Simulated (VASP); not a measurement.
# SnSe (Fm-3m) in VASP: further runs, part 2 of 2

VASP 6.6.1. Earlier steps stand in the parts before.

**4. Single point, r2SCAN**

File POSCAR:

```
SnSe
1.0
    0.0000000000      3.0100000000      3.0100000000
    3.0100000000      0.0000000000      3.0100000000
    3.0100000000      3.0100000000      0.0000000000
Sn Se
1 1
Direct
    0.0000000000      0.0000000000      0.0000000000
    0.5000000000      0.5000000000      0.5000000000
```

File INCAR.step1:

```
  ALGO = Normal
  EDIFF = 1E-4
  ENCUT = 520
  GGA = PE
  ISMEAR = -1
  LASPH = True
  LCHARG = False
  LREAL = False
  LWAVE = True
  NBANDS = 17
  NELM = 60
  PREC = Accurate
  SIGMA = 0.05
```

File INCAR.step2:

```
  ALGO = Normal
  EDIFF = 1E-7
  ENCUT = 520
  ISIF = 2
  ISMEAR = -1
  ISTART = 1
  LASPH = True
  LCHARG = False
  LMIXTAU = True
  LREAL = False
  LWAVE = False
  METAGGA = R2SCAN
  NBANDS = 17
  NELM = 60
  PREC = Accurate
  SIGMA = 0.05
```

File KPOINTS:

```
k-points
0
Gamma
  5 5 5
```

Potentials or basis: VASP PAW PBE potentials, release 64 (Sn_d, Se).

Started as:

```sh
> cat potpaw_PBE.64/Sn_d/POTCAR potpaw_PBE.64/Se/POTCAR > POTCAR
> cp INCAR.step1 INCAR
> mpirun -np 1 vasp_std > vasp.out
> cp INCAR.step2 INCAR
> mpirun -np 1 vasp_std > vasp.out
```

OUTCAR:

```text
EDIFF = 1E-7
   ENCUT = 520
   ISIF = 2
   ISMEAR = -1
   ISTART = 1
   LASPH = True
   LREAL = False
   METAGGA = R2SCAN
   NELM = 60
   PREC = Accurate

 ion  position               nearest neighbor table
   1  0.000  0.000  0.000-   2 3.01   2 3.01   2 3.01   2 3.01   2 3.01   2 3.01
   2  0.500  0.500  0.500-   1 3.01   1 3.01   1 3.01   1 3.01   1 3.01   1 3.01

  LATTYP: Found a face centered cubic cell.
 ALAT       =     6.0200000000

  Lattice vectors:

 A1 = (   0.0000000000,   3.0100000000,   3.0100000000)
 A2 = (   3.0100000000,   0.0000000000,   3.0100000000)
 A3 = (   3.0100000000,   3.0100000000,   0.0000000000)

Analysis of symmetry for initial positions (statically):
=====================================================================
 Subroutine PRICEL returns:
 Original cell was already a primitive cell.

 Routine SETGRP: Setting up the symmetry group for a
 face centered cubic supercell.

 Subroutine GETGRP returns: Found 48 space group operations
[... 9 lines left out ...]

 Routine SETGRP: Setting up the symmetry group for a
 face centered cubic supercell.

 Subroutine GETGRP returns: Found 48 space group operations
[... 11 lines left out ...]
                                     Primitive cell

  volume of cell :      54.5418

  direct lattice vectors                    reciprocal lattice vectors
     0.000000000  3.010000000  3.010000000    -0.166112957  0.166112957  0.166112957
     3.010000000  0.000000000  3.010000000     0.166112957 -0.166112957  0.166112957
     3.010000000  3.010000000  0.000000000     0.166112957  0.166112957 -0.166112957

  length of vectors
     4.256782823  4.256782823  4.256782823     0.287716081  0.287716081  0.287716081

  position of ions in fractional coordinates (direct lattice)
     0.000000000  0.000000000  0.000000000
     0.500000000  0.500000000  0.500000000

  ion indices of the primitive-cell ions
   primitive index   ion index
                 1           1
                 2           2

----------------------------------------------------------------------------------------
[... 71 lines left out ...]
   EFERMI_NEDOS =   21; number of points for ismear=-14 and -15
   IALGO  =     38    algorithm
   IMIX   =      4    mixing-type and parameters
     AMIX     =   0.40;   BMIX     =  1.00
     AMIX_MAG =   1.60;   BMIX_MAG =  1.00
  volume/ion in A,a.u.               =      27.27       184.03
  Fermi-wavevector in a.u.,A,eV,Ry     =   1.171768  2.214321 18.681350  1.373040
  Thomas-Fermi vector in A             =   2.308207
   LORBIT       =      0    0 simple, 1 ext, 2 COOP (PROOUT), +10 PAW based schemes
   METAGGA = R2SCAN    functional components
   LHFCALC =     F    Hartree Fock is set to
   AEXX    =    0.0000 exact exchange contribution
   IVDW    =     0    specifies the selected vdW correction
   LEPSILON=     F    determine dielectric tensor
   LRPA    =     F    only Hartree local field effects (RPA)
 non-spin polarized calculation
  energy-cutoff  :      520.00
  volume of cell :       54.54
 maximum number of plane-waves:      1479
   NGX = 15   NGY = 15   NGZ = 15

 number of electron      20.0000005 magnetization

 Free energy of the ion-electron system (eV)
  ---------------------------------------------------
  ext. energy  EPLUGINS =         0.00000000
  ---------------------------------------------------
  free energy    TOTEN  =       -39.89885830 eV

  energy without entropy =      -39.89885446  energy(sigma->0) =      -39.89885638

 E-fermi :   5.9502     XC(G=0): -10.1954

 val. band max:        5.3838553673   @ k =  -0.2000   0.2000   0.0000
 cond. band min:       6.5057743804   @ k =  -0.2000   0.2000   0.0000
 fundamental gap:      1.1219190131
 Fermi energy:         5.9501945411

 k-point     1 :       0.0000    0.0000    0.0000
  band No.  band energies     occupation
      1     -16.8576      2.00000
      2     -16.8576      2.00000
      3     -16.8550      2.00000
      4     -16.8550      2.00000
      5     -16.8550      2.00000
      6      -9.0219      2.00000
[... 177 lines left out ...]
      4     -16.8452      2.00000
      5     -16.8389      2.00000
      6      -7.8185      2.00000
[... 9 lines left out ...]
     16      17.2150      0.00000
     17      17.3606      0.00000

------------------------ aborting loop because EDIFF is reached ----------------------------------------

  FORCE on cell =-STRESS in cart. coord.  units (eV):
  Direction    XX          YY          ZZ          XY          YZ          ZX
  --------------------------------------------------------------------------------------
  -------------------------------------------------------------------------------------
  Total       -0.0786265     -0.0786265     -0.0786265      0.0000000      0.0000000      0.0000000
  in kB       -2.3096692     -2.3096692     -2.3096692      0.0000000      0.0000000      0.0000000
  external PRESSURE =      -2.3096692 kB  Pullay stress =       0.0000000 kB

 VOLUME and BASIS-vectors are now :
 -----------------------------------------------------------------------------
  energy-cutoff  :      520.00
  volume of cell :       54.54
      direct lattice vectors                 reciprocal lattice vectors
     0.000000000  3.010000000  3.010000000    -0.166112957  0.166112957  0.166112957
     3.010000000  0.000000000  3.010000000     0.166112957 -0.166112957  0.166112957
     3.010000000  3.010000000  0.000000000     0.166112957  0.166112957 -0.166112957

 POSITION                                       TOTAL-FORCE (eV/Angst)
 -----------------------------------------------------------------------------------
      0.00000      0.00000      0.00000         0.000000      0.000000      0.000000
      3.01000      3.01000      3.01000        -0.000000     -0.000000     -0.000000
 -----------------------------------------------------------------------------------
    total drift:                                0.000000     -0.000000     -0.000000

  FREE ENERGIE OF THE ION-ELECTRON SYSTEM (eV)
  ---------------------------------------------------
  free  energy   TOTEN  =       -39.8988583025 eV

  energy  without entropy=      -39.8988544552  energy(sigma->0) =      -39.89885638
```

OSZICAR.step1:

```text
N       E                     dE             d eps       ncg     rms          rms(c)
DAV:   1     0.138302550807E+03    0.13830E+03   -0.96555E+03   343   0.144E+03
DAV:   2     0.497404601405E+01   -0.13333E+03   -0.12937E+03   348   0.368E+02
DAV:   3    -0.810209889219E+01   -0.13076E+02   -0.12984E+02   447   0.970E+01
DAV:   4    -0.841811299591E+01   -0.31601E+00   -0.31584E+00   383   0.157E+01
DAV:   5    -0.842788492878E+01   -0.97719E-02   -0.97716E-02   499   0.273E+00    0.318E+00
DAV:   6    -0.824381711890E+01    0.18407E+00   -0.44677E-01   496   0.392E+00    0.190E+00
DAV:   7    -0.824191198931E+01    0.19051E-02   -0.79970E-02   392   0.128E+00    0.923E-01
DAV:   8    -0.824381078825E+01   -0.18988E-02   -0.84407E-03   392   0.809E-01    0.110E-01
DAV:   9    -0.824365519088E+01    0.15560E-03   -0.12936E-03   461   0.294E-01    0.484E-02
DAV:  10    -0.824371716619E+01   -0.61975E-04   -0.16708E-04   374   0.728E-02
   1 F= -.82437172E+01 E0= -.82437082E+01  d E =-.180200E-04
```

Wall time 31 s (1 thread of AMD EPYC 9R45 (Zen 5), shared host); peak memory 0.15 GiB.

What came out:

| Item | Value |
| --- | --- |
| Free energy | -39.8989 eV |
| Pressure | -0.2 GPa |

Levels at points of the mesh, in eV from the Fermi level:
| k point | band 6 | band 7 | band 8 | band 9 | band 10 | band 11 | band 12 | band 13 | band 14 | band 15 |
| --- | --- | --- | --- | --- | --- | --- | --- | --- | --- | --- |
| (0.00, 0.00, 0.00) | -14.97 | -5.51 | -2.89 | -2.89 | -2.89 | 4.11 | 4.11 | 4.11 | 5.79 | 5.79 |

Caveat: this odd mesh misses L, where the gap lies, so gap, dielectric constants and Born charges aren't listed; the PAW data sets were made with another functional, which shifts forces and pressure a little; spin-orbit coupling is left out, which moves the levels of the heavy elements.

**5. Single point, PBEsol+D3(BJ)**

This run uses another cell than the first one, of 25.31 Å³/atom, 0.928 times its volume.

File INCAR:

```
SYSTEM = SnSe
  ALGO = Normal
  EDIFF = 1E-6
  ENCUT = 520
  GGA = PS
  ISIF = 2
  ISMEAR = -1
  IVDW = 12
  LASPH = .TRUE.
  LCHARG = .FALSE.
  LREAL = .FALSE.
  LWAVE = .FALSE.
  NBANDS = 17
  NELM = 100
  PREC = Accurate
  SIGMA = 0.05
```

File KPOINTS:

```
k-points
0
G
  8 8 8
  0 0 0
```

File POSCAR:

```
SnSe
1.0
    0.0000000000      2.9360370644      2.9360370644
    2.9360370644      0.0000000000      2.9360370644
    2.9360370644      2.9360370644      0.0000000000
Sn Se
1 1
Direct
    0.0000000000      0.0000000000      0.0000000000
    0.5000000000      0.5000000000      0.5000000000
```

Potentials or basis: VASP PAW PBE potentials, release 64 (Sn_d, Se).

Started as:

```sh
> cat potpaw_PBE.64/Sn_d/POTCAR potpaw_PBE.64/Se/POTCAR > POTCAR
> mpirun -np 1 vasp_std > vasp.out
```

OUTCAR:

```text
SYSTEM = SnSe
   EDIFF = 1E-6
   ENCUT = 520
   GGA = PS
   ISIF = 2
   ISMEAR = -1
   IVDW = 12
   LASPH = .TRUE.
   LREAL = .FALSE.
   NELM = 100
   PREC = Accurate
 IVDW          = 12

 ion  position               nearest neighbor table
   1  0.000  0.000  0.000-   2 2.94   2 2.94   2 2.94   2 2.94   2 2.94   2 2.94
   2  0.500  0.500  0.500-   1 2.94   1 2.94   1 2.94   1 2.94   1 2.94   1 2.94

  LATTYP: Found a face centered cubic cell.
 ALAT       =     5.8720741288

  Lattice vectors:

 A1 = (   0.0000000000,   2.9360370644,   2.9360370644)
 A2 = (   2.9360370644,   0.0000000000,   2.9360370644)
 A3 = (   2.9360370644,   2.9360370644,   0.0000000000)

Analysis of symmetry for initial positions (statically):
=====================================================================
 Subroutine PRICEL returns:
 Original cell was already a primitive cell.

 Routine SETGRP: Setting up the symmetry group for a
 face centered cubic supercell.

 Subroutine GETGRP returns: Found 48 space group operations
[... 9 lines left out ...]

 Routine SETGRP: Setting up the symmetry group for a
 face centered cubic supercell.

 Subroutine GETGRP returns: Found 48 space group operations
[... 11 lines left out ...]
                                     Primitive cell

  volume of cell :      50.6191

  direct lattice vectors                    reciprocal lattice vectors
     0.000000000  2.936037064  2.936037064    -0.170297578  0.170297578  0.170297578
     2.936037064  0.000000000  2.936037064     0.170297578 -0.170297578  0.170297578
     2.936037064  2.936037064  0.000000000     0.170297578  0.170297578 -0.170297578

  length of vectors
     4.152183436  4.152183436  4.152183436     0.294964057  0.294964057  0.294964057

  position of ions in fractional coordinates (direct lattice)
     0.000000000  0.000000000  0.000000000
     0.500000000  0.500000000  0.500000000

  ion indices of the primitive-cell ions
   primitive index   ion index
[... 87 lines left out ...]
   EMIN   =  10.00;   EMAX   =-10.00  energy-range for DOS
   EFERMI =   0.00;   METHOD = LEGACY
   ISMEAR =    -1;   SIGMA  =   0.05  broadening in eV -4-tet -1-fermi 0-gaus
   EFERMI_NEDOS =   21; number of points for ismear=-14 and -15
   IALGO  =     38    algorithm
   IMIX   =      4    mixing-type and parameters
     AMIX     =   0.40;   BMIX     =  1.00
     AMIX_MAG =   1.60;   BMIX_MAG =  1.00
  volume/ion in A,a.u.               =      25.31       170.80
  Fermi-wavevector in a.u.,A,eV,Ry     =   1.201287  2.270102 19.634424  1.443089
  Thomas-Fermi vector in A             =   2.337100
   LORBIT       =      0    0 simple, 1 ext, 2 COOP (PROOUT), +10 PAW based schemes
   GGA     = PS    functional components
   LHFCALC =     F    Hartree Fock is set to
   AEXX    =    0.0000 exact exchange contribution
   IVDW    =    12    specifies the selected vdW correction
   LEPSILON=     F    determine dielectric tensor
   LRPA    =     F    only Hartree local field effects (RPA)
 non-spin polarized calculation
  energy-cutoff  :      520.00
  volume of cell :       50.62
 maximum number of plane-waves:      1380
   NGX = 15   NGY = 15   NGZ = 15

 number of electron      19.9999995 magnetization

 Free energy of the ion-electron system (eV)
  ---------------------------------------------------
  ext. energy  EPLUGINS =         0.00000000
  ---------------------------------------------------
  free energy    TOTEN  =        -8.97156773 eV

  energy without entropy =       -8.97151763  energy(sigma->0) =       -8.97154268

 E-fermi :   6.5910     XC(G=0): -10.1169

 val. band max:        6.2185683663   @ k =  -0.2500   0.1250   0.0000
 cond. band min:       6.9606143219   @ k =  -0.3750   0.1250   0.0000
 fundamental gap:      0.7420459556
 Fermi energy:         6.5909751524

 k-point     1 :       0.0000    0.0000    0.0000
  band No.  band energies     occupation
      1     -15.1847      2.00000
      2     -15.1847      2.00000
      3     -15.1818      2.00000
      4     -15.1818      2.00000
      5     -15.1818      2.00000
      6      -8.1130      2.00000
[... 457 lines left out ...]
      4     -15.1698      2.00000
      5     -15.1624      2.00000
      6      -6.8138      2.00000
[... 9 lines left out ...]
     16      17.2456      0.00000
     17      17.3101      0.00000

 [... further k-points ...]

------------------------ aborting loop because EDIFF is reached ----------------------------------------

 Edisp (eV)   -0.71065

 E8    (eV) :    -0.4773

  FORCE on cell =-STRESS in cart. coord.  units (eV):
  Direction    XX          YY          ZZ          XY          YZ          ZX
  --------------------------------------------------------------------------------------
  -------------------------------------------------------------------------------------
  Total       0.00295     0.00295     0.00295     0.00000    -0.00000     0.00000
  in kB       0.09341     0.09341     0.09341     0.00000    -0.00000     0.00000
  external pressure =        0.09 kB  Pullay stress =        0.00 kB

 VOLUME and BASIS-vectors are now :
 -----------------------------------------------------------------------------
  energy-cutoff  :      520.00
  volume of cell :       50.62
      direct lattice vectors                 reciprocal lattice vectors
     0.000000000  2.936037064  2.936037064    -0.170297578  0.170297578  0.170297578
     2.936037064  0.000000000  2.936037064     0.170297578 -0.170297578  0.170297578
     2.936037064  2.936037064  0.000000000     0.170297578  0.170297578 -0.170297578

 POSITION                                       TOTAL-FORCE (eV/Angst)
 -----------------------------------------------------------------------------------
      0.00000      0.00000      0.00000         0.000000      0.000000     -0.000000
      2.93604      2.93604      2.93604         0.000000      0.000000      0.000000
 -----------------------------------------------------------------------------------
    total drift:                                0.000000     -0.000000     -0.000000

  FREE ENERGIE OF THE ION-ELECTRON SYSTEM (eV)
  ---------------------------------------------------
  free  energy   TOTEN  =        -9.6822148884 eV

  energy  without entropy=       -9.6821647851  energy(sigma->0) =       -9.68218984
```

OSZICAR:

```text
N       E                     dE             d eps       ncg     rms          rms(c)
DAV:   1     0.128423550672E+03    0.12842E+03   -0.99853E+03  1011   0.149E+03
DAV:   2     0.293000959709E+01   -0.12549E+03   -0.12134E+03  1093   0.346E+02
DAV:   3    -0.880478159474E+01   -0.11735E+02   -0.11591E+02  1196   0.914E+01
DAV:   4    -0.910149956948E+01   -0.29672E+00   -0.29647E+00  1198   0.152E+01
DAV:   5    -0.910977196915E+01   -0.82724E-02   -0.82720E-02  1358   0.251E+00    0.345E+00
DAV:   6    -0.897679986579E+01    0.13297E+00   -0.29827E-01  1430   0.380E+00    0.210E+00
DAV:   7    -0.897181363417E+01    0.49862E-02   -0.61554E-02  1226   0.129E+00    0.902E-01
DAV:   8    -0.897165241628E+01    0.16122E-03   -0.60819E-03  1282   0.690E-01    0.713E-02
DAV:   9    -0.897155931818E+01    0.93098E-04   -0.91797E-04  1431   0.258E-01    0.403E-02
DAV:  10    -0.897156634654E+01   -0.70284E-05   -0.93368E-05  1205   0.665E-02    0.730E-03
DAV:  11    -0.897156774325E+01   -0.13967E-05   -0.77592E-06  1291   0.219E-02    0.290E-03
DAV:  12    -0.897156772942E+01    0.13835E-07   -0.29306E-07   667   0.751E-03
   1 F= -.96822149E+01 E0= -.96821898E+01  d E =-.501033E-04
```

Wall time 13 s (1 thread of AMD EPYC 9R45 (Zen 5), shared host); peak memory 0.16 GiB.

What came out:

- Free energy: -9.6822 eV
- Pressure: 0.0 GPa
- Band gap on the k mesh: 0.74 eV, indirect (least direct gap 0.92 eV)
- Dispersion energy per atom: -0.355 eV

Caveat: the PAW data sets were made with another functional, which shifts forces and pressure a little; spin-orbit coupling is left out, which moves the levels of the heavy elements. A k mesh can miss the band edges.

**6. The runs side by side**

| level | potentials or basis | cell | k mesh | pressure (GPa) |
| --- | --- | --- | --- | --- |
| LDA | VASP PAW LDA potentials, release 64 (Sn_d, Se) | a = 4.257 Å, angles 60.0°, 2 atoms | 5 × 5 × 5 | -3.5 |
| PBEsol | VASP PAW PBE potentials, release 64 (Sn_d, Se) | a = 4.257 Å, angles 60.0°, 2 atoms | 5 × 5 × 5 | -2.1 |
| r2SCAN | VASP PAW PBE potentials, release 64 (Sn_d, Se) | a = 4.257 Å, angles 60.0°, 2 atoms | 5 × 5 × 5 | -0.2 |
| PBEsol+D3(BJ) | VASP PAW PBE potentials, release 64 (Sn_d, Se) | a = 4.152 Å, angles 60.0°, 2 atoms | 8 × 8 × 8 | 0.0 |

Alike in all rows: task single point; no spin polarisation; cutoff (eV) 520; smearing fermi-dirac 0.05 eV.

Caveats: spin-orbit coupling is left out, which moves the levels of the heavy elements; the PAW data sets were made with another functional, which shifts forces and pressure a little (some runs).

Absolute energies hang on the potentials; compare differences alone.
